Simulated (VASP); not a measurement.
# In (Im-3m) in VASP: a series of runs

Aim: see how the results for In move with the level of theory and the settings. Levels: LDA, r2SCAN. Tasks: single point.

Everything below comes from runs of VASP 6.6.1. Logs are shortened: lines on timing, memory, paths and dates and some standing lists are left out, and cuts for length are marked.

### 1 The cell of the first run

The structure is cubic, space group Im-3m (No. 229). Conventional cell: a = 3.790 Å, b = 3.790 Å, c = 3.790 Å, α = 90.00°, β = 90.00°, γ = 90.00°. Within 4.3 Å of In (site symmetry m-3m) lie 14 In at 3.28 to 3.79 Å.

### 2 Single point, LDA

Contents of INCAR:

```
  PREC = Accurate
  ENCUT = 520
  EDIFF = 1E-7
  ISMEAR = -1
  SIGMA = 0.05
  LREAL = F
  LASPH = T
  NELM = 80
  ALGO = Fast
  ISIF = 2
  LWAVE = F
  LCHARG = F
  NBANDS = 12
```

Contents of KPOINTS:

```
Automatic mesh
0
Gamma
  10 10 10
```

Contents of POSCAR:

```
In
1.0
   -1.8949926579      1.8949926579      1.8949926579
    1.8949926579     -1.8949926579      1.8949926579
    1.8949926579      1.8949926579     -1.8949926579
In
1
Direct
    0.0000000000      0.0000000000      0.0000000000
```

Potentials or basis: VASP PAW LDA potentials, release 64 (In_d).

Launch:

```
$ cat potpaw_LDA.64/In_d/POTCAR > POTCAR
$ mpirun -np 1 vasp_std > vasp.out
```

OUTCAR:

```text
PREC = Accurate
   ENCUT = 520
   EDIFF = 1E-7
   ISMEAR = -1
   LREAL = F
   LASPH = T
   NELM = 80
   ISIF = 2

 ion  position               nearest neighbor table
   1  0.000  0.000  0.000-

  LATTYP: Found a body centered cubic cell.
 ALAT       =     3.7899853158

  Lattice vectors:

 A1 = (  -1.8949926579,   1.8949926579,   1.8949926579)
 A2 = (   1.8949926579,  -1.8949926579,   1.8949926579)
 A3 = (   1.8949926579,   1.8949926579,  -1.8949926579)

Analysis of symmetry for initial positions (statically):
=====================================================================
 Subroutine PRICEL returns:
 Original cell was already a primitive cell.

 Routine SETGRP: Setting up the symmetry group for a
 body centered cubic supercell.

 Subroutine GETGRP returns: Found 48 space group operations
 (whereof 48 operations were pure point group operations)
 out of a pool of 48 trial point group operations.

The static configuration has the point symmetry O_h .

Analysis of symmetry for dynamics (positions and initial velocities):
=====================================================================
 Subroutine PRICEL returns:
 Original cell was already a primitive cell.

 Routine SETGRP: Setting up the symmetry group for a
 body centered cubic supercell.

 Subroutine GETGRP returns: Found 48 space group operations
 (whereof 48 operations were pure point group operations)
 out of a pool of 48 trial point group operations.

The dynamic configuration has the point symmetry O_h .

 Subroutine INISYM returns: Found 48 space group operations
 (whereof 48 operations are pure point group operations),
 and found     1 'primitive' translations

----------------------------------------------------------------------------------------

                                     Primitive cell

  volume of cell :      27.2197

  direct lattice vectors                    reciprocal lattice vectors
    -1.894992658  1.894992658  1.894992658     0.000000000  0.263853265  0.263853265
     1.894992658 -1.894992658  1.894992658     0.263853265  0.000000000  0.263853265
     1.894992658  1.894992658 -1.894992658     0.263853265  0.263853265  0.000000000

  length of vectors
     3.282223563  3.282223563  3.282223563     0.373144866  0.373144866  0.373144866

  position of ions in fractional coordinates (direct lattice)
     0.000000000  0.000000000  0.000000000

  ion indices of the primitive-cell ions
   primitive index   ion index
                 1           1

----------------------------------------------------------------------------------------

 KPOINTS: Automatic mesh

Automatic generation of k-mesh.
 Grid dimensions read from file:
 generate k-points for:   10   10   10

 Generating k-lattice:

  Cartesian coordinates                     Fractional coordinates (reciprocal lattice)
     0.000000000  0.026385327  0.026385327     0.100000000  0.000000000  0.000000000
     0.026385327  0.000000000  0.026385327     0.000000000  0.100000000  0.000000000
     0.026385327  0.026385327  0.000000000     0.000000000  0.000000000  0.100000000

  Length of vectors
     0.037314487  0.037314487  0.037314487

  Shift w.r.t. Gamma in fractional coordinates (k-lattice)
     0.000000000  0.000000000  0.000000000

 Subroutine IBZKPT returns following result:
 ===========================================

 Found     47 irreducible k-points:

 Following reciprocal coordinates:
            Coordinates               Weight
  0.000000  0.000000  0.000000      1.000000
  0.100000  0.000000  0.000000     12.000000
  0.200000  0.000000  0.000000     12.000000
  0.300000  0.000000  0.000000     12.000000
  0.400000  0.000000  0.000000     12.000000
  0.500000  0.000000  0.000000      6.000000
[... 16 lines left out ...]
  0.300000  0.300000  0.100000      8.000000
 -0.300000  0.300000  0.100000     24.000000
 [... further k-points ...]
   k-points           NKPTS =     47   k-points in BZ     NKDIM =     47   number of bands    NBANDS=     12
   number of dos      NEDOS =    301   number of ions     NIONS =      1
   total plane-waves  NPLWV =  13824
   dimension x,y,z NGX =    24 NGY =   24 NGZ =   24
   dimension x,y,z NGXF=    48 NGYF=   48 NGZF=   48
   ions per type =               1
   NGX,Y,Z   is equivalent  to a cutoff of  12.16, 12.16, 12.16 a.u.
   NGXF,Y,Z  is equivalent  to a cutoff of  24.31, 24.31, 24.31 a.u.
 SYSTEM =  unknown system
   PREC   = accura    normal or accurate (medium, high low for compatibility)
   ISTART =      0    job   : 0-new  1-cont  2-samecut
   ICHARG =      2    charge: 1-file 2-atom 10-const
   ISPIN  =      1    spin polarized calculation?
   LNONCOLLINEAR =      F non collinear calculations
   LSORBIT =      F    spin-orbit coupling
   LASPH  =      T    aspherical Exc in radial PAW
   ENCUT  =  520.0 eV  38.22 Ry    6.18 a.u.   6.10  6.10  6.10*2*pi/ulx,y,z
   NELM   =     80;   NELMIN=  2; NELMDL= -5     # of ELM steps
   EDIFF  = 0.1E-06   stopping-criterion for ELM
   LREAL  =      F    real-space projection
   EDIFFG = 0.1E-05   stopping-criterion for IOM
   NSW    =      0    number of steps for IOM
   IBRION =     -1    ionic relax: 0-MD 1-quasi-New 2-CG
   NFREE  =      0    steps in history (QN), initial steepest desc. (CG)
   ISIF   =      2    stress and relaxation
   ISYM   =      2    0-nonsym 1-usesym 2-fastsym
   POTIM  = 0.5000    time-step for ionic-motion
   TEBEG  =    0.0;   TEEND  =   0.0 temperature during run
   PSTRESS=    0.0 pullay stress
   NELECT =      13.0000    total number of electrons
   NUPDOWN=      -1.0000    fix difference up-down
   EMIN   =  10.00;   EMAX   =-10.00  energy-range for DOS
   EFERMI =   0.00;   METHOD = LEGACY
   ISMEAR =    -1;   SIGMA  =   0.05  broadening in eV -4-tet -1-fermi 0-gaus
   EFERMI_NEDOS =   21; number of points for ismear=-14 and -15
   IALGO  =     68    algorithm
   IMIX   =      4    mixing-type and parameters
     AMIX     =   0.40;   BMIX     =  1.00
     AMIX_MAG =   1.60;   BMIX_MAG =  1.00
  volume/ion in A,a.u.               =      27.22       183.69
  Fermi-wavevector in a.u.,A,eV,Ry     =   1.279661  2.418209 22.279995  1.637533
  Thomas-Fermi vector in A             =   2.412134
   LORBIT       =      0    0 simple, 1 ext, 2 COOP (PROOUT), +10 PAW based schemes
   GGA     = CA    functional components
   LHFCALC =     F    Hartree Fock is set to
   AEXX    =    0.0000 exact exchange contribution
   IVDW    =     0    specifies the selected vdW correction
   LEPSILON=     F    determine dielectric tensor
   LRPA    =     F    only Hartree local field effects (RPA)
 non-spin polarized calculation
 RMM-DIIS sequential band-by-band and
  energy-cutoff  :      520.00
  volume of cell :       27.22
 maximum number of plane-waves:       751
   NGX = 13   NGY = 13   NGZ = 13

 number of electron      13.0000014 magnetization

 Free energy of the ion-electron system (eV)
  ---------------------------------------------------
  ext. energy  EPLUGINS =         0.00000000
  ---------------------------------------------------
  free energy    TOTEN  =        -3.18205402 eV

  energy without entropy =       -3.17711422  energy(sigma->0) =       -3.17958412

 E-fermi :   6.6937     XC(G=0): -10.3412

 val. band max:        6.6912459956   @ k =  -0.3000   0.5000   0.1000
 cond. band min:       6.7145933295   @ k =  -0.4000   0.4000   0.2000
 fundamental gap:      0.0233473340
 Fermi energy:         6.6936879491

 k-point     1 :       0.0000    0.0000    0.0000
  band No.  band energies     occupation
      1      -7.7760      2.00000
      2      -7.7760      2.00000
      3      -7.7760      2.00000
      4      -7.5198      2.00000
      5      -7.5198      2.00000
      6      -2.5147      2.00000
      7      17.3014      0.00000
      8      17.3014      0.00000
      9      17.3014      0.00000
     10      19.7525      0.00000
     11      19.7525      0.00000
     12      19.7525      0.00000

 k-point     2 :       0.1000    0.0000    0.0000
  band No.  band energies     occupation
      1      -7.7858      2.00000
      2      -7.7670      2.00000
      3      -7.7382      2.00000
      4      -7.5301      2.00000
      5      -7.5203      2.00000
      6      -2.2901      2.00000
      7      15.3560      0.00000
      8      16.3897      0.00000
      9      16.8453      0.00000
     10      18.6334      0.00000
     11      18.9880      0.00000
     12      19.5786      0.00000

 k-point     3 :       0.2000    0.0000    0.0000
  band No.  band energies     occupation
      1      -7.8112      2.00000
      2      -7.7535      2.00000
      3      -7.6374      2.00000
      4      -7.5501      2.00000
      5      -7.5213      2.00000
      6      -1.6091      2.00000
      7      12.0013      0.00000
      8      14.8702      0.00000
      9      15.7964      0.00000
     10      17.7658      0.00000
     11      18.0277      0.00000
     12      20.0406      0.00000
[... 286 lines left out ...]
 k-point    23 :       0.3000    0.3000    0.1000
  band No.  band energies     occupation
      1      -7.8105      2.00000
      2      -7.6233      2.00000
      3      -7.6233      2.00000
      4      -7.5167      2.00000
      5      -7.5167      2.00000
      6       3.9988      2.00000
      7       6.0939      1.99999
      8       6.0939      1.99999
      9      10.2001      0.00000
     10      22.9777      0.00000
     11      22.9777      0.00000
     12      23.2871      0.00000

 k-point    24 :      -0.3000    0.3000    0.1000
  band No.  band energies     occupation
      1      -7.8018      2.00000
      2      -7.7403      2.00000
      3      -7.5859      2.00000
      4      -7.5337      2.00000
      5      -7.5148      2.00000
      6      -0.2362      2.00000
      7       8.9511      0.00000
      8      12.6989      0.00000
      9      13.8802      0.00000
     10      17.5119      0.00000
     11      18.4967      0.00000
     12      19.3385      0.00000

 [... further k-points ...]
[... 5 lines left out ...]
  --------------------------------------------------------------------------------------
  -------------------------------------------------------------------------------------
  Total       -0.5870940     -0.5870940     -0.5870940      0.0000000     -0.0000000     -0.0000000
  in kB      -34.5569680    -34.5569680    -34.5569680      0.0000000     -0.0000000     -0.0000000
  external PRESSURE =     -34.5569680 kB  Pullay stress =       0.0000000 kB

 VOLUME and BASIS-vectors are now :
 -----------------------------------------------------------------------------
  energy-cutoff  :      520.00
  volume of cell :       27.22
      direct lattice vectors                 reciprocal lattice vectors
    -1.894992658  1.894992658  1.894992658     0.000000000  0.263853265  0.263853265
     1.894992658 -1.894992658  1.894992658     0.263853265  0.000000000  0.263853265
     1.894992658  1.894992658 -1.894992658     0.263853265  0.263853265  0.000000000

 POSITION                                       TOTAL-FORCE (eV/Angst)
 -----------------------------------------------------------------------------------
      0.00000      0.00000      0.00000        -0.000000     -0.000000      0.000000
 -----------------------------------------------------------------------------------
    total drift:                               -0.000000      0.000000      0.000000

  FREE ENERGIE OF THE ION-ELECTRON SYSTEM (eV)
  ---------------------------------------------------
  free  energy   TOTEN  =        -3.1820540196 eV

  energy  without entropy=       -3.1771142196  energy(sigma->0) =       -3.17958412
```

It took 13 s on 1 thread of Intel Xeon 8259CL, shared host; peak memory 0.13 GiB.

What came out:

```
Free energy : -3.1821 eV
Pressure    : -3.5 GPa
```

Caveat: spin-orbit coupling is left out, which moves the levels of the heavy elements.

### 3 Single point, LDA

This run uses another cell than the first one, of 28.29 Å³/atom, 1.039 times its volume.

Contents of INCAR:

```
SYSTEM = In
  PREC = Accurate
  ENCUT = 520
  EDIFF = 1E-6
  ISMEAR = -1
  SIGMA = 0.05
  LREAL = .False.
  LASPH = .True.
  NELM = 100
  ALGO = Fast
  ISIF = 2
  LWAVE = .False.
  LCHARG = .False.
  NBANDS = 12
```

Contents of KPOINTS:

```
Automatic mesh
0
Gamma
  10 10 10
  0 0 0
```

Contents of POSCAR:

```
In
1.0
   -1.9194468732      1.9194468732      1.9194468732
    1.9194468732     -1.9194468732      1.9194468732
    1.9194468732      1.9194468732     -1.9194468732
In
1
Direct
    0.0000000000      0.0000000000      0.0000000000
```

Potentials or basis: VASP PAW LDA potentials, release 64 (In_d).

Launch:

```
$ cat potpaw_LDA.64/In_d/POTCAR > POTCAR
$ mpirun -np 1 vasp_std > vasp.out
```

OUTCAR:

```text
SYSTEM = In
   PREC = Accurate
   ENCUT = 520
   EDIFF = 1E-6
   ISMEAR = -1
   LREAL = .False.
   LASPH = .True.
   NELM = 100
   ISIF = 2

 ion  position               nearest neighbor table
   1  0.000  0.000  0.000-

  LATTYP: Found a body centered cubic cell.
 ALAT       =     3.8388937464

  Lattice vectors:

 A1 = (  -1.9194468732,   1.9194468732,   1.9194468732)
 A2 = (   1.9194468732,  -1.9194468732,   1.9194468732)
 A3 = (   1.9194468732,   1.9194468732,  -1.9194468732)

[... 530 lines left out ...]
      4      -7.9326      2.00000
      5      -7.9155      2.00000
      6      -0.4736      2.00000
      7       8.4534      0.00000
      8      12.1078      0.00000
      9      13.2757      0.00000
     10      16.8532      0.00000
     11      17.8445      0.00000
     12      18.6633      0.00000

 [... further k-points ...]
[... 5 lines left out ...]
  --------------------------------------------------------------------------------------
  -------------------------------------------------------------------------------------
  Total       -0.7884895     -0.7884895     -0.7884895     -0.0000000     -0.0000000     -0.0000000
  in kB      -44.6599461    -44.6599461    -44.6599461     -0.0000000     -0.0000000     -0.0000000
  external PRESSURE =     -44.6599461 kB  Pullay stress =       0.0000000 kB

 VOLUME and BASIS-vectors are now :
 -----------------------------------------------------------------------------
  energy-cutoff  :      520.00
  volume of cell :       28.29
      direct lattice vectors                 reciprocal lattice vectors
    -1.919446873  1.919446873  1.919446873     0.000000000  0.260491711  0.260491711
     1.919446873 -1.919446873  1.919446873     0.260491711  0.000000000  0.260491711
     1.919446873  1.919446873 -1.919446873     0.260491711  0.260491711  0.000000000

 POSITION                                       TOTAL-FORCE (eV/Angst)
 -----------------------------------------------------------------------------------
      0.00000      0.00000      0.00000         0.000000      0.000000      0.000000
 -----------------------------------------------------------------------------------
    total drift:                               -0.000000     -0.000000     -0.000000

  FREE ENERGIE OF THE ION-ELECTRON SYSTEM (eV)
  ---------------------------------------------------
  free  energy   TOTEN  =        -3.1558627419 eV

  energy  without entropy=       -3.1514290439  energy(sigma->0) =       -3.15364589
```

OSZICAR:

```text
N       E                     dE             d eps       ncg     rms          rms(c)
DAV:   1     0.782623385134E+02    0.78262E+02   -0.62154E+03  1140   0.133E+03
DAV:   2     0.540353632284E+00   -0.77722E+02   -0.76132E+02  1156   0.287E+02
DAV:   3    -0.309313661977E+01   -0.36335E+01   -0.36219E+01  1372   0.645E+01
DAV:   4    -0.318044465917E+01   -0.87308E-01   -0.87286E-01  1448   0.991E+00
DAV:   5    -0.318411333117E+01   -0.36687E-02   -0.36686E-02  1548   0.179E+00    0.201E+00
RMM:   6    -0.316134284302E+01    0.22770E-01   -0.27526E-02  1366   0.255E+00    0.106E+00
RMM:   7    -0.315619990840E+01    0.51429E-02   -0.10150E-02  1314   0.117E+00    0.226E-01
RMM:   8    -0.315581724414E+01    0.38266E-03   -0.15694E-03  1627   0.633E-01    0.657E-02
RMM:   9    -0.315585916336E+01   -0.41919E-04   -0.50557E-04  1689   0.213E-01    0.307E-02
RMM:  10    -0.315585728955E+01    0.18738E-05   -0.13850E-04  1484   0.216E-01    0.432E-03
RMM:  11    -0.315586247206E+01   -0.51825E-05   -0.55235E-05  1799   0.759E-02    0.108E-02
RMM:  12    -0.315586226839E+01    0.20367E-06   -0.12019E-05  1417   0.571E-02    0.889E-03
RMM:  13    -0.315586274195E+01   -0.47356E-06   -0.59141E-06  1102   0.259E-02
   1 F= -.31558627E+01 E0= -.31536459E+01  d E =-.443370E-02
```

stdout:

```text
POSCAR found type information on POSCAR In
 POSCAR found :  1 types and       1 ions
 scaLAPACK will be used
 LDA part: xc-table for (Slater(with rela. corr.)+CA(PZ))
 , standard interpolation
 POSCAR, INCAR and KPOINTS ok, starting setup
 FFT: planning ... GRIDC
 FFT: planning ... GRID_SOFT
 FFT: planning ... GRID
 WAVECAR not read
 entering main loop
```

It took 31 s on 1 thread of Intel Xeon 8259CL, shared host; peak memory 0.14 GiB.

Results:

- Free energy: -3.1559 eV
- Pressure: -4.5 GPa

Caveat: spin-orbit coupling is left out, which moves the levels of the heavy elements.

### 4 Single point, r2SCAN

This run uses another cell than the first one, of 25.08 Å³/atom, 0.922 times its volume.

Contents of POSCAR:

```
In
1.0
   -1.8440955744      1.8440955744      1.8440955744
    1.8440955744     -1.8440955744      1.8440955744
    1.8440955744      1.8440955744     -1.8440955744
In
1
Direct
    0.0000000000      0.0000000000      0.0000000000
```

Contents of INCAR.step1:

```
PREC     = Accurate       # precision mode
ENCUT    = 520            # plane-wave cutoff, eV
ISMEAR   = -1             # smearing method
SIGMA    = 0.05           # smearing width, eV
LREAL    = F              # projectors in reciprocal space
LASPH    = T              # aspherical terms in the spheres
NELM     = 100            # most SCF steps
NBANDS   = 12             # bands
GGA      = PE             # functional
ALGO     = Normal         # electronic algorithm
EDIFF    = 1E-4           # SCF threshold, eV
LWAVE    = T              # write WAVECAR
LCHARG   = F              # write CHGCAR
```

Contents of INCAR.step2:

```
PREC     = Accurate       # precision mode
ENCUT    = 520            # plane-wave cutoff, eV
EDIFF    = 1E-7           # SCF threshold, eV
ISMEAR   = -1             # smearing method
SIGMA    = 0.05           # smearing width, eV
LREAL    = F              # projectors in reciprocal space
LASPH    = T              # aspherical terms in the spheres
NELM     = 100            # most SCF steps
ALGO     = Normal         # electronic algorithm
ISIF     = 2              # what is computed and relaxed
LWAVE    = F              # write WAVECAR
LCHARG   = F              # write CHGCAR
METAGGA  = R2SCAN         # meta-GGA
LMIXTAU  = T            
NBANDS   = 12             # bands
ISTART   = 1
```

Contents of KPOINTS:

```
Automatic mesh
0
Gamma
  10 10 10
```

Potentials or basis: VASP PAW PBE potentials, release 64 (In_d).

Launch:

```
$ cat potpaw_PBE.64/In_d/POTCAR > POTCAR
$ cp INCAR.step1 INCAR
$ mpirun -np 1 vasp_std > vasp.out
$ cp INCAR.step2 INCAR
$ mpirun -np 1 vasp_std > vasp.out
```

Run time: 63 s. Hardware: 1 thread of Intel Xeon 8259CL, shared host; peak memory 0.15 GiB.

Results (log left out):

| Quantity | Value |
| --- | --- |
| Free energy | -22.5457 eV |
| Pressure | 2.6 GPa |

Levels at points of the mesh, in eV from the Fermi level:
```tsv
k point	band 3	band 4	band 5	band 6	band 7	band 8	band 9	band 10
(0.00, 0.00, 0.00)	-15.29	-14.96	-14.96	-10.29	12.33	12.33	12.33	13.95
(0.50, 0.00, 0.00)	-14.98	-14.96	-14.75	-3.98	-3.54	6.49	8.03	10.82
(0.50, 0.50, 0.50)	-14.81	-14.81	-14.81	1.33	1.33	1.33	1.73	5.68
```

Caveat: the PAW data sets were made with another functional, which shifts forces and pressure a little; spin-orbit coupling is left out, which moves the levels of the heavy elements.

(Continued in part 2 of 2.)
